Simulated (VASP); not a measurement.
# ZrB2 (P6/mmm) in VASP: notebook

The runs below take ZrB2 through single point, with PBEsol.

Everything below comes from runs of VASP 6.6.1. Logs are shortened: lines on timing, memory, paths and dates and some standing lists are left out, and cuts for length are marked.

## Step 1: The cell of the first run

The structure is hexagonal, space group P6/mmm (No. 191). The conventional cell has a = 3.060 Å, b = 3.060 Å, c = 3.507 Å, α = 90.00°, β = 90.00°, γ = 120.00°. Within 3.3 Å of Zr (site symmetry 6/mmm) lie 12 B at 2.49 Å and 6 Zr at 3.06 Å. B (site symmetry -6m2) has 3 B at 1.77 Å within 2.3 Å.

## Step 2: Single point, PBEsol

Contents of INCAR:

```
SYSTEM = ZrB2
PREC = Accurate
ENCUT = 520
EDIFF = 1E-6
ISMEAR = 0
SIGMA = 0.15
LREAL = .False.
LASPH = .True.
NELM = 60
ALGO = Normal
ISIF = 2
LWAVE = .False.
LCHARG = .False.
GGA = PS
NBANDS = 16
```

Contents of KPOINTS:

```
regular mesh
0
Gamma
  15 15 12
  0 0 0
```

Contents of POSCAR:

```
ZrB2
1.0
    3.0602000000      0.0000000000      0.0000000000
   -1.5301000000      2.6502109406      0.0000000000
    0.0000000000      0.0000000000      3.5067416443
Zr B
1 2
Direct
    0.0000000000      0.0000000000      0.0000000000
    0.3333333333      0.6666666667      0.5000000000
    0.6666666667      0.3333333333      0.5000000000
```

Potentials or basis: VASP PAW PBE potentials, release 64 (Zr_sv, B).

Run with:

```
cat potpaw_PBE.64/Zr_sv/POTCAR potpaw_PBE.64/B/POTCAR > POTCAR
mpirun -np 1 vasp_std > vasp.out
```

OUTCAR:

```text
SYSTEM = ZrB2
   PREC = Accurate
   ENCUT = 520
   EDIFF = 1E-6
   ISMEAR = 0
   LREAL = .False.
   LASPH = .True.
   NELM = 60
   ISIF = 2
   GGA = PS

 ion  position               nearest neighbor table
   1  0.000  0.000  0.000-   2 2.49   3 2.49   2 2.49   3 2.49   2 2.49   2 2.49   3 2.49   3 2.49
                             3 2.49   3 2.49   2 2.49   2 2.49
   2  0.333  0.667  0.500-   3 1.77   3 1.77   3 1.77   1 2.49   1 2.49   1 2.49   1 2.49   1 2.49
                             1 2.49
   3  0.667  0.333  0.500-   2 1.77   2 1.77   2 1.77   1 2.49   1 2.49   1 2.49   1 2.49   1 2.49
                             1 2.49

  LATTYP: Found a hexagonal cell.
 ALAT       =     3.0602000000
 C/A-ratio  =     1.1459191047

  Lattice vectors:

 A1 = (   3.0602000000,   0.0000000000,   0.0000000000)
 A2 = (  -1.5301000000,   2.6502109406,   0.0000000000)
 A3 = (   0.0000000000,   0.0000000000,   3.5067416443)

Analysis of symmetry for initial positions (statically):
=====================================================================
 Subroutine PRICEL returns:
 Original cell was already a primitive cell.

 Routine SETGRP: Setting up the symmetry group for a
 hexagonal supercell.

 Subroutine GETGRP returns: Found 24 space group operations
 (whereof 24 operations were pure point group operations)
 out of a pool of 24 trial point group operations.

The static configuration has the point symmetry D_6h.

Analysis of symmetry for dynamics (positions and initial velocities):
=====================================================================
 Subroutine PRICEL returns:
 Original cell was already a primitive cell.

 Routine SETGRP: Setting up the symmetry group for a
 hexagonal supercell.

 Subroutine GETGRP returns: Found 24 space group operations
 (whereof 24 operations were pure point group operations)
 out of a pool of 24 trial point group operations.

The dynamic configuration has the point symmetry D_6h.

 Subroutine INISYM returns: Found 24 space group operations
 (whereof 24 operations are pure point group operations),
 and found     1 'primitive' translations

----------------------------------------------------------------------------------------

                                     Primitive cell

  volume of cell :      28.4403

  direct lattice vectors                    reciprocal lattice vectors
     3.060200000  0.000000000  0.000000000     0.326776028  0.188664228  0.000000000
    -1.530100000  2.650210941  0.000000000     0.000000000  0.377328455  0.000000000
     0.000000000  0.000000000  3.506741644     0.000000000  0.000000000  0.285165005
[... 90 lines left out ...]
   IBRION =     -1    ionic relax: 0-MD 1-quasi-New 2-CG
   NFREE  =      0    steps in history (QN), initial steepest desc. (CG)
   ISIF   =      2    stress and relaxation
   ISYM   =      2    0-nonsym 1-usesym 2-fastsym
   POTIM  = 0.5000    time-step for ionic-motion
   TEBEG  =    0.0;   TEEND  =   0.0 temperature during run
   PSTRESS=    0.0 pullay stress
   NELECT =      18.0000    total number of electrons
   NUPDOWN=      -1.0000    fix difference up-down
   EMIN   =  10.00;   EMAX   =-10.00  energy-range for DOS
   EFERMI =   0.00;   METHOD = LEGACY
   ISMEAR =     0;   SIGMA  =   0.15  broadening in eV -4-tet -1-fermi 0-gaus
   EFERMI_NEDOS =   21; number of points for ismear=-14 and -15
   IALGO  =     38    algorithm
   IMIX   =      4    mixing-type and parameters
     AMIX     =   0.40;   BMIX     =  1.00
     AMIX_MAG =   1.60;   BMIX_MAG =  1.00
  volume/ion in A,a.u.               =       9.48        63.97
  Fermi-wavevector in a.u.,A,eV,Ry     =   1.405576  2.656153 26.880266  1.975644
  Thomas-Fermi vector in A             =   2.528023
   LORBIT       =      0    0 simple, 1 ext, 2 COOP (PROOUT), +10 PAW based schemes
   GGA     = PS    functional components
   LHFCALC =     F    Hartree Fock is set to
   AEXX    =    0.0000 exact exchange contribution
   IVDW    =     0    specifies the selected vdW correction
   LEPSILON=     F    determine dielectric tensor
   LRPA    =     F    only Hartree local field effects (RPA)
 non-spin polarized calculation
 Gauss-broadening in eV      SIGMA  =   0.15
  energy-cutoff  :      520.00
  volume of cell :       28.44
 maximum number of plane-waves:       781
 NGX is ok and might be reduce to    24
   NGX = 11   NGY = 11   NGZ = 13

 number of electron      18.0000000 magnetization

 Free energy of the ion-electron system (eV)
  ---------------------------------------------------
  ext. energy  EPLUGINS =         0.00000000
  ---------------------------------------------------
  free energy    TOTEN  =       -26.28160548 eV

  energy without entropy =      -26.27944973  energy(sigma->0) =      -26.28052760

 E-fermi :  11.2575     XC(G=0): -12.9032

 val. band max:       11.2395044796   @ k =   0.1333   0.1333   0.2500
 cond. band min:      11.3074543909   @ k =   0.0667   0.0667   0.4167
 fundamental gap:      0.0679499113
 Fermi energy:        11.2575047827

 k-point     1 :       0.0000    0.0000    0.0000
  band No.  band energies     occupation
      1     -37.0059      2.00000
      2     -15.3037      2.00000
      3     -14.5297      2.00000
      4     -14.5297      2.00000
      5      -1.7845      2.00000
      6       8.4293      2.00000
[... 433 lines left out ...]
      3     -15.1260      2.00000
      4     -15.0264      2.00000
      5       2.7293      2.00000
      6       3.0968      2.00000
[... 8 lines left out ...]
     15      21.7579      0.00000
     16      21.9295      0.00000

 [... further k-points ...]

------------------------ aborting loop because EDIFF is reached ----------------------------------------

  FORCE on cell =-STRESS in cart. coord.  units (eV):
  Direction    XX          YY          ZZ          XY          YZ          ZX
  --------------------------------------------------------------------------------------
  -------------------------------------------------------------------------------------
  Total        3.9716777      3.9716777      1.6615606      0.0000000     -0.0000000      0.0000000
  in kB      223.7435638    223.7435638     93.6036409      0.0000000     -0.0000000      0.0000000
  external PRESSURE =     180.3635895 kB  Pullay stress =       0.0000000 kB

 VOLUME and BASIS-vectors are now :
 -----------------------------------------------------------------------------
  energy-cutoff  :      520.00
  volume of cell :       28.44
      direct lattice vectors                 reciprocal lattice vectors
     3.060200000  0.000000000  0.000000000     0.326776028  0.188664228  0.000000000
    -1.530100000  2.650210941  0.000000000     0.000000000  0.377328455  0.000000000
     0.000000000  0.000000000  3.506741644     0.000000000  0.000000000  0.285165005

 POSITION                                       TOTAL-FORCE (eV/Angst)
 -----------------------------------------------------------------------------------
      0.00000      0.00000      0.00000        -0.000000      0.000000      0.000000
     -0.00000      1.76681      1.75337        -0.000000     -0.000000     -0.000000
      1.53010      0.88340      1.75337         0.000000      0.000000      0.000000
 -----------------------------------------------------------------------------------
    total drift:                               -0.000000      0.000000      0.000000

  FREE ENERGIE OF THE ION-ELECTRON SYSTEM (eV)
  ---------------------------------------------------
  free  energy   TOTEN  =       -26.2816054773 eV

  energy  without entropy=      -26.2794497290  energy(sigma->0) =      -26.28052760
```

OSZICAR:

```text
N       E                     dE             d eps       ncg     rms          rms(c)
DAV:   1     0.101714379277E+03    0.10171E+03   -0.97930E+03  6064   0.113E+03
DAV:   2    -0.249575414207E+02   -0.12667E+03   -0.12173E+03  7920   0.296E+02
DAV:   3    -0.290341740374E+02   -0.40766E+01   -0.40597E+01  9280   0.452E+01
DAV:   4    -0.290853184271E+02   -0.51144E-01   -0.51135E-01  7312   0.472E+00
DAV:   5    -0.290862813910E+02   -0.96296E-03   -0.96295E-03  9240   0.427E-01    0.257E+01
DAV:   6    -0.263387769939E+02    0.27475E+01   -0.57848E+00  7968   0.169E+01    0.108E+01
DAV:   7    -0.262842649512E+02    0.54512E-01   -0.63956E-01  8280   0.517E+00    0.393E+00
DAV:   8    -0.262865323949E+02   -0.22674E-02   -0.11917E-01  7360   0.278E+00    0.414E-01
DAV:   9    -0.262819799109E+02    0.45525E-02   -0.21193E-02  7448   0.112E+00    0.210E-01
DAV:  10    -0.262816132670E+02    0.36664E-03   -0.21162E-03  7152   0.439E-01    0.497E-02
DAV:  11    -0.262816075188E+02    0.57482E-05   -0.83646E-05  7392   0.876E-02    0.135E-02
DAV:  12    -0.262816056819E+02    0.18368E-05   -0.44096E-06  7640   0.180E-02    0.758E-03
DAV:  13    -0.262816054773E+02    0.20461E-06   -0.81336E-07  4384   0.885E-03
   1 F= -.26281605E+02 E0= -.26280528E+02  d E =-.215575E-02
```

Run time: 41 s. Hardware: 1 thread of AMD EPYC 9R45 (Zen 5), shared host; peak memory 0.17 GiB.

What came out:

```
Free energy            : -26.2816 eV
Pressure               : 18.0 GPa
Band gap on the k mesh : zero (band 9 reaches 12.04 eV, above the bottom of band 10 at 11.01 eV)
```

Levels at points of the mesh, in eV from the Fermi level:
```csv
k point,band 5,band 6,band 7,band 8,band 9,band 10,band 11,band 12,band 13,band 14
"(0.00, 0.00, 0.00)",-13.04,-2.83,-2.52,-2.52,-2.44,3.83,3.83,4.41,4.41,5.72
"(0.00, 0.00, 0.50)",-10.76,-7.14,-0.79,-0.79,0.67,0.67,0.89,0.89,1.56,5.61
```

Caveat: the PAW data sets were made with another functional, which shifts forces and pressure a little.

## Step 3: Single point, PBEsol

This run uses another cell than the first one, of 9.57 Å³/atom, 1.010 times its volume.

Contents of INCAR:

```
SYSTEM = ZrB2
ALGO = Normal
EDIFF = 1E-6
ENCUT = 520
GGA = PS
ISIF = 2
ISMEAR = 0
LASPH = .True.
LCHARG = .False.
LREAL = .False.
LWAVE = .False.
NBANDS = 16
NELM = 60
PREC = Accurate
SIGMA = 0.15
```

Contents of KPOINTS:

```
k-points
0
Gamma
  15 15 12
  0 0 0
```

Contents of POSCAR:

```
ZrB2
1.0
    3.1548382285      0.0000000000      0.0000000000
   -1.5774191143      2.7321700507      0.0000000000
    0.0000000000      0.0000000000      3.3314000000
Zr B
1 2
Direct
    0.0000000000      0.0000000000      0.0000000000
    0.3333333333      0.6666666667      0.5000000000
    0.6666666667      0.3333333333      0.5000000000
```

Potentials or basis: VASP PAW PBE potentials, release 64 (Zr_sv, B).

Run with:

```
cat potpaw_PBE.64/Zr_sv/POTCAR potpaw_PBE.64/B/POTCAR > POTCAR
mpirun -np 1 vasp_std > vasp.out
```

Run time: 40 s. Hardware: 1 thread of AMD EPYC 9R45 (Zen 5), shared host; peak memory 0.18 GiB.

It converged, with:

```yaml
Free_energy: -26.2822 eV
Pressure: 14.2 GPa
Band_gap_on_the_k_mesh: zero (band 9 reaches 11.79 eV, above the bottom of band 10 at 10.93 eV)
```

Stress tensor (GPa, compression positive):
```
 8.27  0.00  0.00
 0.00  8.27  0.00
 0.00  0.00 26.18
```

Levels at points of the mesh, in eV from the Fermi level:
```tsv
k point	band 7	band 8	band 9	band 10	band 11	band 12
(0.00, 0.00, 0.00)	-3.15	-2.66	-1.82	3.71	3.71	4.59
(0.00, 0.00, 0.50)	-1.20	-1.20	-0.19	-0.19	0.80	0.80
```

Caveat: the PAW data sets were made with another functional, which shifts forces and pressure a little.

## Step 4: Single point, PBEsol

This run uses another cell than the first one, of 9.64 Å³/atom, 1.017 times its volume.

Contents of INCAR:

```
ALGO = Normal
EDIFF = 1E-6
ENCUT = 520
GGA = PS
ISIF = 2
ISMEAR = 0
LASPH = True
LCHARG = True
LELF = True
LREAL = False
LVHAR = True
LWAVE = False
NBANDS = 16
NELM = 100
PREC = Accurate
SIGMA = 0.15
```

Contents of KPOINTS:

```
k-points
0
Gamma
  15 15 12
```

Contents of POSCAR:

```
ZrB2
1.0
    3.0602000000      0.0000000000      0.0000000000
   -1.5301000000      2.6502109406      0.0000000000
    0.0000000000      0.0000000000      3.5652000000
Zr B
1 2
Direct
    0.0000000000      0.0000000000      0.0000000000
    0.3333333333      0.6666666667      0.5000000000
    0.6666666667      0.3333333333      0.5000000000
```

Run with:

```
cat potpaw_PBE.64/Zr_sv/POTCAR potpaw_PBE.64/B/POTCAR > POTCAR
mpirun -np 1 vasp_std > vasp.out
```

Wall time 42 s (1 thread of AMD EPYC 9R45 (Zen 5), shared host); peak memory 0.18 GiB.

Results (log left out):

```yaml
Free_energy: -26.2969 eV
Pressure: 13.3 GPa
Band_gap_on_the_k_mesh: zero (band 9 reaches 12.00 eV, above the bottom of band 10 at 10.80 eV)
```

Stress tensor (GPa, compression positive):
```
19.54  0.00  0.00
 0.00 19.54  0.00
 0.00  0.00  0.79
```

Levels at points of the mesh, in eV from the Fermi level:
```
           k point  band 6  band 7  band 8  band 9  band 10  band 11  band 12  band 13
(0.00, 0.00, 0.00)   -2.83   -2.57   -2.36   -2.36     3.78     3.78     4.20     4.20
(0.00, 0.00, 0.50)   -7.10   -0.69   -0.69    0.83     0.83     0.88     0.88     1.25
```

Caveat: the PAW data sets were made with another functional, which shifts forces and pressure a little.

## Step 5: Single point, PBEsol

This run uses another cell than the first one, of 9.68 Å³/atom, 1.021 times its volume.

Contents of INCAR:

```
  PREC = Accurate
  ENCUT = 520
  EDIFF = 1E-6
  ISMEAR = 0
  SIGMA = 0.15
  LREAL = False
  LASPH = True
  NELM = 80
  ALGO = Normal
  ISIF = 2
  LWAVE = False
  LCHARG = False
  GGA = PS
  NBANDS = 16
```

Contents of KPOINTS:

```
regular mesh
0
Gamma
  15 15 12
```

Contents of POSCAR:

```
ZrB2
1.0
    3.0917000000      0.0000000000      0.0000000000
   -1.5458500000      2.6774907409      0.0000000000
    0.0000000000      0.0000000000      3.5067416443
Zr B
1 2
Direct
    0.0000000000      0.0000000000      0.0000000000
    0.3333333333      0.6666666667      0.5000000000
    0.6666666667      0.3333333333      0.5000000000
```

Run with:

```
cat potpaw_PBE.64/Zr_sv/POTCAR potpaw_PBE.64/B/POTCAR > POTCAR
mpirun -np 1 vasp_std > vasp.out
```

Run time: 39 s. Hardware: 1 thread of AMD EPYC 9R45 (Zen 5), shared host; peak memory 0.18 GiB.

The run converged. Its results:

```
Free energy            : -26.3494 eV
Pressure               : 11.6 GPa
Band gap on the k mesh : zero (band 9 reaches 11.80 eV, above the bottom of band 10 at 10.79 eV)
```

Stress tensor (GPa, compression positive):
```
14.42  0.00  0.00
 0.00 14.42  0.00
 0.00  0.00  6.08
```

Levels at points of the mesh, in eV from the Fermi level:
```
           k point  band 5  band 6  band 7  band 8  band 9  band 10  band 11  band 12  band 13  band 14
(0.00, 0.00, 0.00)  -12.95   -2.76   -2.57   -2.57   -2.39     3.71     3.71     4.38     4.38     5.54
(0.00, 0.00, 0.50)  -10.72   -7.09   -0.84   -0.84    0.54     0.54     0.86     0.86     1.69     5.43
```

Caveat: the PAW data sets were made with another functional, which shifts forces and pressure a little.

## Step 6: Single point, PBEsol

This run uses another cell than the first one, of 9.71 Å³/atom, 1.024 times its volume.

Contents of INCAR:

```
PREC = Accurate ; ENCUT = 520
EDIFF = 1E-7 ; ISMEAR = 0
SIGMA = 0.15 ; LREAL = False
LASPH = True ; NELM = 60
ALGO = Normal ; ISIF = 2
LWAVE = False ; LCHARG = False
GGA = PS ; NBANDS = 16
```

KPOINTS is that of step 5.

Contents of POSCAR:

```
ZrB2
1.0
    3.1233000000      0.0000000000      0.0000000000
   -1.5616500000      2.7048571436      0.0000000000
    0.0000000000      0.0000000000      3.4483000000
Zr B
1 2
Direct
    0.0000000000      0.0000000000      0.0000000000
    0.3333333333      0.6666666667      0.5000000000
    0.6666666667      0.3333333333      0.5000000000
```

Potentials or basis: VASP PAW PBE potentials, release 64 (Zr_sv, B).

Run with:

```
cat potpaw_PBE.64/Zr_sv/POTCAR potpaw_PBE.64/B/POTCAR > POTCAR
mpirun -np 1 vasp_std > vasp.out
```

It took 43 s on 1 thread of AMD EPYC 9R45 (Zen 5), shared host; peak memory 0.18 GiB.

It converged, with:

* Free energy: -26.3670 eV
* Pressure: 10.2 GPa
* Band gap on the k mesh: zero (band 9 reaches 11.75 eV, above the bottom of band 10 at 10.77 eV)

Stress tensor (GPa, compression positive):
```
 9.65  0.00  0.00
 0.00  9.65  0.00
 0.00  0.00 11.42
```

Levels at points of the mesh, in eV from the Fermi level:
```tsv
k point	band 6	band 7	band 8	band 9	band 10	band 11	band 12	band 13
(0.00, 0.00, 0.00)	-2.79	-2.79	-2.71	-2.20	3.65	3.65	4.57	4.57
(0.00, 0.00, 0.50)	-7.10	-0.99	-0.99	0.25	0.25	0.82	0.82	2.13
```

Caveat: the PAW data sets were made with another functional, which shifts forces and pressure a little.

## Step 7: Summary

| cell | gap on the mesh (eV) | pressure (GPa) |
| --- | --- | --- |
| a = 3.060, b = 3.060, c = 3.507 Å, angles 90.0, 90.0, 120.0°, 3 atoms | none | 18.0 |
| a = 3.155, b = 3.155, c = 3.331 Å, angles 90.0, 90.0, 120.0°, 3 atoms | none | 14.2 |
| a = 3.060, b = 3.060, c = 3.565 Å, angles 90.0, 90.0, 120.0°, 3 atoms | none | 13.3 |
| a = 3.092, b = 3.092, c = 3.507 Å, angles 90.0, 90.0, 120.0°, 3 atoms | none | 11.6 |
| a = 3.123, b = 3.123, c = 3.448 Å, angles 90.0, 90.0, 120.0°, 3 atoms | none | 10.2 |

Alike in all rows: task single point; level PBEsol; potentials or basis VASP PAW PBE potentials, release 64 (Zr_sv, B); no spin polarisation; k mesh 15 × 15 × 12; cutoff (eV) 520; smearing gaussian 0.15 eV.

Caveats: the PAW data sets were made with another functional, which shifts forces and pressure a little.

Total energies depend on the potentials used, so only differences within one code and one set of settings carry meaning.
